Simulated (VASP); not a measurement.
# BiH3 (Pm-3n) in VASP: further runs

Runs on BiH3. Level: PBE. Tasks: single point, relaxation of cell and atoms.

Program: VASP 6.6.1. These are calculated values, not measurements. Logs are shortened: lines on timing, memory, paths and dates and some standing lists are left out, and cuts for length are marked.

### 1 The cell of the first run

It takes space group Pm-3n (No. 223, cubic). Conventional cell: a = 4.308 Å, b = 4.308 Å, c = 4.308 Å, α = 90.00°, β = 90.00°, γ = 90.00°. Bi (site symmetry m-3) has 12 H at 2.41 Å within 3.2 Å. Within 2.9 Å of H (site symmetry -4m2) lie 10 H at 2.15 to 2.64 Å and 4 Bi at 2.41 Å.

### 2 Single point, PBE

INCAR reads:

```
PREC     = Accurate       # precision mode
ENCUT    = 520            # plane-wave cutoff, eV
EDIFF    = 1E-7           # SCF threshold, eV
ISMEAR   = 0              # smearing method
SIGMA    = 0.1            # smearing width, eV
LREAL    = F              # projectors in reciprocal space
LASPH    = T              # aspherical terms in the spheres
NELM     = 100            # most SCF steps
ALGO     = Normal         # electronic algorithm
ISIF     = 2              # what is computed and relaxed
LWAVE    = F              # write WAVECAR
LCHARG   = F              # write CHGCAR
GGA      = PE             # functional
NBANDS   = 28             # bands
```

KPOINTS reads:

```
regular mesh
0
Gamma
  4 4 4
```

POSCAR reads:

```
BiH3
1.0
    4.3082580794      0.0000000000      0.0000000000
    0.0000000000      4.3082580794      0.0000000000
    0.0000000000      0.0000000000      4.3082580794
Bi H
2 6
Direct
    0.0000000000      0.0000000000      0.0000000000
    0.5000000000      0.5000000000      0.5000000000
    0.2500000000      0.0000000000      0.5000000000
    0.5000000000      0.7500000000      0.0000000000
    0.7500000000      0.0000000000      0.5000000000
    0.5000000000      0.2500000000      0.0000000000
    0.0000000000      0.5000000000      0.7500000000
    0.0000000000      0.5000000000      0.2500000000
```

Potentials or basis: VASP PAW PBE potentials, release 64 (Bi_d, H).

On the command line:

```console
> cat potpaw_PBE.64/Bi_d/POTCAR potpaw_PBE.64/H/POTCAR > POTCAR
> mpirun -np 1 vasp_std > vasp.out
```

OUTCAR:

```text
PREC = Accurate
   ENCUT = 520
   EDIFF = 1E-7
   ISMEAR = 0
   LREAL = F
   LASPH = T
   NELM = 100
   ISIF = 2
   GGA = PE

 ion  position               nearest neighbor table
   1  0.000  0.000  0.000-   2 3.73   2 3.73   2 3.73   2 3.73   2 3.73   2 3.73   2 3.73   2 3.73

   2  0.500  0.500  0.500-   1 3.73   1 3.73   1 3.73   1 3.73   1 3.73   1 3.73   1 3.73   1 3.73

   3  0.250  0.000  0.500-
   4  0.500  0.750  0.000-
   5  0.750  0.000  0.500-
   6  0.500  0.250  0.000-
   7  0.000  0.500  0.750-
   8  0.000  0.500  0.250-

  LATTYP: Found a simple cubic cell.
 ALAT       =     4.3082580794

  Lattice vectors:

 A1 = (   4.3082580794,   0.0000000000,   0.0000000000)
 A2 = (   0.0000000000,   4.3082580794,   0.0000000000)
 A3 = (   0.0000000000,   0.0000000000,   4.3082580794)

Analysis of symmetry for initial positions (statically):
=====================================================================
 Subroutine PRICEL returns:
 Original cell was already a primitive cell.

 Routine SETGRP: Setting up the symmetry group for a
 simple cubic supercell.

 Subroutine GETGRP returns: Found 48 space group operations
 (whereof 24 operations were pure point group operations)
 out of a pool of 48 trial point group operations.

The static configuration has the point symmetry T_h .
 The point group associated with its full space group is O_h .

Analysis of symmetry for dynamics (positions and initial velocities):
=====================================================================
 Subroutine PRICEL returns:
 Original cell was already a primitive cell.

 Routine SETGRP: Setting up the symmetry group for a
 simple cubic supercell.

 Subroutine GETGRP returns: Found 48 space group operations
 (whereof 24 operations were pure point group operations)
 out of a pool of 48 trial point group operations.

The dynamic configuration has the point symmetry T_h .
 The point group associated with its full space group is O_h .

 Subroutine INISYM returns: Found 48 space group operations
 (whereof 24 operations are pure point group operations),
 and found     1 'primitive' translations

----------------------------------------------------------------------------------------

                                     Primitive cell

  volume of cell :      79.9660

  direct lattice vectors                    reciprocal lattice vectors
     4.308258079  0.000000000  0.000000000     0.232112372  0.000000000  0.000000000
     0.000000000  4.308258079  0.000000000     0.000000000  0.232112372  0.000000000
     0.000000000  0.000000000  4.308258079     0.000000000  0.000000000  0.232112372

  length of vectors
     4.308258079  4.308258079  4.308258079     0.232112372  0.232112372  0.232112372

  position of ions in fractional coordinates (direct lattice)
     0.000000000  0.000000000  0.000000000
     0.500000000  0.500000000  0.500000000
     0.250000000  0.000000000  0.500000000
     0.500000000  0.750000000  0.000000000
     0.750000000  0.000000000  0.500000000
     0.500000000  0.250000000  0.000000000
     0.000000000  0.500000000  0.750000000
     0.000000000  0.500000000  0.250000000

  ion indices of the primitive-cell ions
   primitive index   ion index
                 1           1
                 2           2
                 3           3
                 4           4
                 5           5
                 6           6
                 7           7
                 8           8

----------------------------------------------------------------------------------------

 KPOINTS: regular mesh

Automatic generation of k-mesh.
 Grid dimensions read from file:
 generate k-points for:    4    4    4

 Generating k-lattice:

  Cartesian coordinates                     Fractional coordinates (reciprocal lattice)
     0.058028093  0.000000000  0.000000000     0.250000000  0.000000000  0.000000000
     0.000000000  0.058028093  0.000000000     0.000000000  0.250000000  0.000000000
     0.000000000  0.000000000  0.058028093     0.000000000  0.000000000  0.250000000

  Length of vectors
     0.058028093  0.058028093  0.058028093

  Shift w.r.t. Gamma in fractional coordinates (k-lattice)
     0.000000000  0.000000000  0.000000000

 Subroutine IBZKPT returns following result:
 ===========================================

 Found     10 irreducible k-points:

 Following reciprocal coordinates:
            Coordinates               Weight
  0.000000  0.000000  0.000000      1.000000
  0.250000  0.000000  0.000000      6.000000
  0.500000  0.000000  0.000000      3.000000
  0.250000  0.250000  0.000000     12.000000
  0.500000  0.250000  0.000000     12.000000
  0.500000  0.500000  0.000000      3.000000
  0.250000  0.250000  0.250000      8.000000
  0.500000  0.250000  0.250000     12.000000
  0.500000  0.500000  0.250000      6.000000
  0.500000  0.500000  0.500000      1.000000
   k-points           NKPTS =     10   k-points in BZ     NKDIM =     10   number of bands    NBANDS=     28
   number of dos      NEDOS =    301   number of ions     NIONS =      8
   total plane-waves  NPLWV =  32768
   dimension x,y,z NGX =    32 NGY =   32 NGZ =   32
   dimension x,y,z NGXF=    64 NGYF=   64 NGZF=   64
   ions per type =               2   6
   NGX,Y,Z   is equivalent  to a cutoff of  12.35, 12.35, 12.35 a.u.
   NGXF,Y,Z  is equivalent  to a cutoff of  24.70, 24.70, 24.70 a.u.
 SYSTEM =  unknown system
   PREC   = accura    normal or accurate (medium, high low for compatibility)
   ISTART =      0    job   : 0-new  1-cont  2-samecut
   ICHARG =      2    charge: 1-file 2-atom 10-const
   ISPIN  =      1    spin polarized calculation?
   LNONCOLLINEAR =      F non collinear calculations
   LSORBIT =      F    spin-orbit coupling
   LASPH  =      T    aspherical Exc in radial PAW
   ENCUT  =  520.0 eV  38.22 Ry    6.18 a.u.   8.01  8.01  8.01*2*pi/ulx,y,z
   NELM   =    100;   NELMIN=  2; NELMDL= -5     # of ELM steps
   EDIFF  = 0.1E-06   stopping-criterion for ELM
   LREAL  =      F    real-space projection
   EDIFFG = 0.1E-05   stopping-criterion for IOM
   NSW    =      0    number of steps for IOM
   IBRION =     -1    ionic relax: 0-MD 1-quasi-New 2-CG
   NFREE  =      0    steps in history (QN), initial steepest desc. (CG)
   ISIF   =      2    stress and relaxation
   ISYM   =      2    0-nonsym 1-usesym 2-fastsym
   POTIM  = 0.5000    time-step for ionic-motion
   TEBEG  =    0.0;   TEEND  =   0.0 temperature during run
   PSTRESS=    0.0 pullay stress
   NELECT =      36.0000    total number of electrons
   NUPDOWN=      -1.0000    fix difference up-down
   EMIN   =  10.00;   EMAX   =-10.00  energy-range for DOS
   EFERMI =   0.00;   METHOD = LEGACY
   ISMEAR =     0;   SIGMA  =   0.10  broadening in eV -4-tet -1-fermi 0-gaus
   EFERMI_NEDOS =   21; number of points for ismear=-14 and -15
   IALGO  =     38    algorithm
   IMIX   =      4    mixing-type and parameters
     AMIX     =   0.40;   BMIX     =  1.00
     AMIX_MAG =   1.60;   BMIX_MAG =  1.00
  volume/ion in A,a.u.               =      10.00        67.45
  Fermi-wavevector in a.u.,A,eV,Ry     =   1.254702  2.371043 21.419343  1.574277
  Thomas-Fermi vector in A             =   2.388494
   LORBIT       =      0    0 simple, 1 ext, 2 COOP (PROOUT), +10 PAW based schemes
   GGA     = PE    functional components
   LHFCALC =     F    Hartree Fock is set to
   AEXX    =    0.0000 exact exchange contribution
   IVDW    =     0    specifies the selected vdW correction
   LEPSILON=     F    determine dielectric tensor
   LRPA    =     F    only Hartree local field effects (RPA)
 non-spin polarized calculation
 Gauss-broadening in eV      SIGMA  =   0.10
  energy-cutoff  :      520.00
  volume of cell :       79.97
 maximum number of plane-waves:      2176
   NGX = 17   NGY = 17   NGZ = 17

 number of electron      36.0000002 magnetization

 Free energy of the ion-electron system (eV)
  ---------------------------------------------------
  ext. energy  EPLUGINS =         0.00000000
  ---------------------------------------------------
  free energy    TOTEN  =       -22.49088271 eV

  energy without entropy =      -22.46350566  energy(sigma->0) =      -22.47719418

 E-fermi :   6.1663     XC(G=0): -10.4680

 val. band max:        6.1510721061   @ k =   0.5000   0.2500   0.0000
 cond. band min:       6.1795346052   @ k =   0.2500   0.2500   0.2500
 fundamental gap:      0.0284624991
 Fermi energy:         6.1663439260

 k-point     1 :       0.0000    0.0000    0.0000
  band No.  band energies     occupation
      1     -16.9189      2.00000
      2     -16.9189      2.00000
      3     -16.9089      2.00000
      4     -16.9089      2.00000
      5     -16.9089      2.00000
      6     -16.8458      2.00000
[... 20 lines left out ...]
     27      15.1128      0.00000
     28      15.1128      0.00000

 k-point     2 :       0.2500    0.0000    0.0000
  band No.  band energies     occupation
      1     -16.9078      2.00000
      2     -16.8998      2.00000
      3     -16.8998      2.00000
      4     -16.8978      2.00000
      5     -16.8963      2.00000
      6     -16.8560      2.00000
[... 20 lines left out ...]
     27      15.5046      0.00000
     28      16.2301      0.00000

 k-point     3 :       0.5000    0.0000    0.0000
  band No.  band energies     occupation
      1     -16.8816      2.00000
      2     -16.8816      2.00000
      3     -16.8750      2.00000
      4     -16.8750      2.00000
      5     -16.8709      2.00000
      6     -16.8709      2.00000
[... 20 lines left out ...]
     27      15.4449      0.00000
     28      15.4449      0.00000

 k-point     4 :       0.2500    0.2500    0.0000
  band No.  band energies     occupation
      1     -16.9195      2.00000
      2     -16.8986      2.00000
      3     -16.8982      2.00000
      4     -16.8844      2.00000
      5     -16.8769      2.00000
      6     -16.8619      2.00000
[... 20 lines left out ...]
     27      15.3351      0.00000
     28      17.3697      0.00000

 k-point     5 :       0.5000    0.2500    0.0000
  band No.  band energies     occupation
      1     -16.9147      2.00000
      2     -16.9085      2.00000
      3     -16.8940      2.00000
      4     -16.8929      2.00000
      5     -16.8612      2.00000
      6     -16.8607      2.00000
[... 20 lines left out ...]
     27      15.5775      0.00000
     28      17.9394      0.00000

 k-point     6 :       0.5000    0.5000    0.0000
  band No.  band energies     occupation
      1     -16.9339      2.00000
      2     -16.9256      2.00000
      3     -16.9018      2.00000
      4     -16.9018      2.00000
      5     -16.8505      2.00000
      6     -16.8505      2.00000
[... 20 lines left out ...]
     27      17.3455      0.00000
     28      17.3455      0.00000

 k-point     7 :       0.2500    0.2500    0.2500
  band No.  band energies     occupation
      1     -16.9103      2.00000
      2     -16.9103      2.00000
      3     -16.8990      2.00000
      4     -16.8814      2.00000
      5     -16.8814      2.00000
      6     -16.8507      2.00000
[... 20 lines left out ...]
     27      15.5576      0.00000
     28      16.7861      0.00000

 k-point     8 :       0.5000    0.2500    0.2500
  band No.  band energies     occupation
      1     -16.9163      2.00000
      2     -16.9163      2.00000
      3     -16.8871      2.00000
      4     -16.8871      2.00000
      5     -16.8558      2.00000
      6     -16.8558      2.00000
[... 20 lines left out ...]
     27      16.0872      0.00000
     28      16.0872      0.00000

 k-point     9 :       0.5000    0.5000    0.2500
  band No.  band energies     occupation
      1     -16.9195      2.00000
      2     -16.9143      2.00000
      3     -16.8909      2.00000
      4     -16.8909      2.00000
      5     -16.8497      2.00000
      6     -16.8497      2.00000
[... 20 lines left out ...]
     27      17.6761      0.00000
     28      17.6761      0.00000

 k-point    10 :       0.5000    0.5000    0.5000
  band No.  band energies     occupation
      1     -16.8803      2.00000
      2     -16.8803      2.00000
      3     -16.8803      2.00000
      4     -16.8803      2.00000
      5     -16.8803      2.00000
      6     -16.8803      2.00000
[... 20 lines left out ...]
     27      19.1380      0.00000
     28      19.1380      0.00000

------------------------ aborting loop because EDIFF is reached ----------------------------------------

  FORCE on cell =-STRESS in cart. coord.  units (eV):
  Direction    XX          YY          ZZ          XY          YZ          ZX
  --------------------------------------------------------------------------------------
  -------------------------------------------------------------------------------------
  Total       -0.2135983     -0.2135983     -0.2135983      0.0000000     -0.0000000     -0.0000000
  in kB       -4.2796009     -4.2796009     -4.2796009      0.0000000     -0.0000000     -0.0000000
  external PRESSURE =      -4.2796009 kB  Pullay stress =       0.0000000 kB

 VOLUME and BASIS-vectors are now :
 -----------------------------------------------------------------------------
  energy-cutoff  :      520.00
  volume of cell :       79.97
      direct lattice vectors                 reciprocal lattice vectors
     4.308258079  0.000000000  0.000000000     0.232112372  0.000000000  0.000000000
     0.000000000  4.308258079  0.000000000     0.000000000  0.232112372  0.000000000
     0.000000000  0.000000000  4.308258079     0.000000000  0.000000000  0.232112372

 POSITION                                       TOTAL-FORCE (eV/Angst)
 -----------------------------------------------------------------------------------
      0.00000      0.00000      0.00000         0.000000      0.000000      0.000000
      2.15413      2.15413      2.15413         0.000000      0.000000      0.000000
      1.07706      0.00000      2.15413         0.000000      0.000000     -0.000000
      2.15413      3.23119      0.00000         0.000000     -0.000000      0.000000
      3.23119      0.00000      2.15413        -0.000000     -0.000000     -0.000000
      2.15413      1.07706      0.00000         0.000000      0.000000     -0.000000
      0.00000      2.15413      3.23119        -0.000000     -0.000000      0.000000
      0.00000      2.15413      1.07706        -0.000000     -0.000000     -0.000000
 -----------------------------------------------------------------------------------
    total drift:                                0.000000      0.000000     -0.000000

  FREE ENERGIE OF THE ION-ELECTRON SYSTEM (eV)
  ---------------------------------------------------
  free  energy   TOTEN  =       -22.4908827115 eV

  energy  without entropy=      -22.4635056552  energy(sigma->0) =      -22.47719418
```

Wall time 31 s (1 thread of AMD EPYC 7R43 (Zen 3), shared host); peak memory 0.14 GiB.

Results:

| Item | Value |
| --- | --- |
| Free energy | -22.4909 eV |
| Pressure | -0.4 GPa |
| Band gap on the k mesh | zero (band 18 reaches 6.84 eV, above the bottom of band 19 at 5.92 eV) |

Caveat: the k points lie up to 0.36 Å⁻¹ apart; spin-orbit coupling is left out, which moves the levels of the heavy elements.

### 3 Relaxation of cell and atoms, PBE

This run uses another cell than the first one, of 11.47 Å³/atom, 1.147 times its volume.

INCAR reads:

```
SYSTEM = BiH3
ALGO = Normal ; EDIFF = 1E-7
EDIFFG = -0.04 ; ENCUT = 600
GGA = PE ; IBRION = 2
ISIF = 3 ; ISMEAR = 0
LASPH = .TRUE. ; LCHARG = .FALSE.
LREAL = .FALSE. ; LWAVE = .FALSE.
NELM = 100 ; NSW = 90
PREC = Accurate ; SIGMA = 0.1
```

KPOINTS reads:

```
k-points
0
G
  4 4 4
  0 0 0
```

POSCAR: that of step 2 with these lines changed.

```diff
@@ -2,5 +2,5 @@
 1.0
-    4.3082580794      0.0000000000      0.0000000000
-    0.0000000000      4.3082580794      0.0000000000
-    0.0000000000      0.0000000000      4.3082580794
+    4.5103947400      0.0000000000      0.0000000000
+    0.0000000000      4.5103947400      0.0000000000
+    0.0000000000      0.0000000000      4.5103947400
 Bi H
```

Potentials or basis: VASP PAW PBE potentials, release 64 (Bi_d, H).

On the command line:

```console
> cat potpaw_PBE.64/Bi_d/POTCAR potpaw_PBE.64/H/POTCAR > POTCAR
> mpirun -np 1 vasp_std > vasp.out
```

It took 98 s on 1 thread of AMD EPYC 7R43 (Zen 3), shared host; peak memory 0.18 GiB.

It converged, with:

- Free energy: -22.4940 eV
- Relaxed volume: 10.00 Å³/atom
- Relaxed cell: a = 4.309 Å, b = 4.309 Å, c = 4.309 Å, α = 90.00°, β = 90.00°, γ = 90.00°
- Space group after relaxing (to 0.05 Å): Pm-3n (No. 223)
- Energy gained by relaxing: 42.7 meV/atom
- Ionic steps: 3
- Pressure after relaxing: -0.3 GPa
- Band gap on the k mesh: zero (band 18 reaches 6.83 eV, above the bottom of band 19 at 5.91 eV)

Step by step:
| step | energy change (eV) | largest force (eV/Å) | pressure (GPa) | volume (Å³) |
| --- | --- | --- | --- | --- |
| 1 | 0.0000 | 0.0000 | -7.96 | 91.76 |
| 2 | -0.2814 | 0.0000 | -3.96 | 84.39 |
| 3 | -0.3418 | 0.0000 | -0.28 | 79.99 |

Final structure:
```yaml
crystal:
  lattice:
    - [4.30878, 0.00000, 0.00000]
    - [0.00000, 4.30878, 0.00000]
    - [0.00000, 0.00000, 4.30878]
  atoms:
    - { symbol: Bi, position: [0.00000, 0.00000, 0.00000] }
    - { symbol: Bi, position: [0.50000, 0.50000, 0.50000] }
    - { symbol: H, position: [0.25000, 0.00000, 0.50000] }
    - { symbol: H, position: [0.50000, 0.75000, 0.00000] }
    - { symbol: H, position: [0.75000, 0.00000, 0.50000] }
    - { symbol: H, position: [0.50000, 0.25000, 0.00000] }
    - { symbol: H, position: [0.00000, 0.50000, 0.75000] }
    - { symbol: H, position: [0.00000, 0.50000, 0.25000] }
```

Levels at points of the mesh, in eV from the Fermi level:
```tsv
k point	band 16	band 17	band 18	band 19	band 20	band 21
(0.00, 0.00, 0.00)	-3.01	-3.01	0.67	2.97	2.97	2.97
(0.50, 0.00, 0.00)	-2.17	-1.54	-1.54	-0.25	-0.25	3.65
(0.50, 0.50, 0.00)	-1.12	-1.12	-0.43	0.35	0.35	1.72
(0.50, 0.50, 0.50)	-5.20	-5.20	-5.20	6.48	6.48	6.48
```

Caveat: spin-orbit coupling is left out, which moves the levels of the heavy elements.

### 4 Single point, PBE

This run uses another cell than the first one, of 11.47 Å³/atom, 1.147 times its volume.

INCAR reads:

```
PREC = Accurate ; ENCUT = 520
EDIFF = 1E-7 ; ISMEAR = 0
SIGMA = 0.1 ; LREAL = False
LASPH = True ; NELM = 100
ALGO = Normal ; ISIF = 2
LWAVE = False ; LCHARG = False
GGA = PE ; NBANDS = 28
```

KPOINTS reads:

```
Automatic mesh
0
Gamma
  4 4 4
```

POSCAR is that of step 3.

On the command line:

```console
> cat potpaw_PBE.64/Bi_d/POTCAR potpaw_PBE.64/H/POTCAR > POTCAR
> mpirun -np 1 vasp_std > vasp.out
```

It took 44 s on 1 thread of AMD EPYC 7R43 (Zen 3), shared host; peak memory 0.17 GiB.

It converged, with:

| Quantity | Value |
| --- | --- |
| Free energy | -22.1512 eV |
| Pressure | -8.1 GPa |
| Band gap on the k mesh | zero (band 18 reaches 4.69 eV, above the bottom of band 19 at 4.54 eV) |

Levels at points of the mesh, in eV from the Fermi level:
| k point | band 16 | band 17 | band 18 | band 19 | band 20 | band 21 |
| --- | --- | --- | --- | --- | --- | --- |
| (0.00, 0.00, 0.00) | -2.55 | -2.55 | -0.22 | 2.42 | 2.42 | 2.42 |
| (0.50, 0.00, 0.00) | -1.84 | -1.26 | -1.26 | -0.16 | -0.16 | 3.21 |
| (0.50, 0.50, 0.00) | -1.14 | -1.14 | -0.27 | 0.32 | 0.32 | 1.55 |
| (0.50, 0.50, 0.50) | -4.49 | -4.49 | -4.49 | 5.62 | 5.62 | 5.62 |

Caveat: spin-orbit coupling is left out, which moves the levels of the heavy elements.

[end of part 1 of 2]
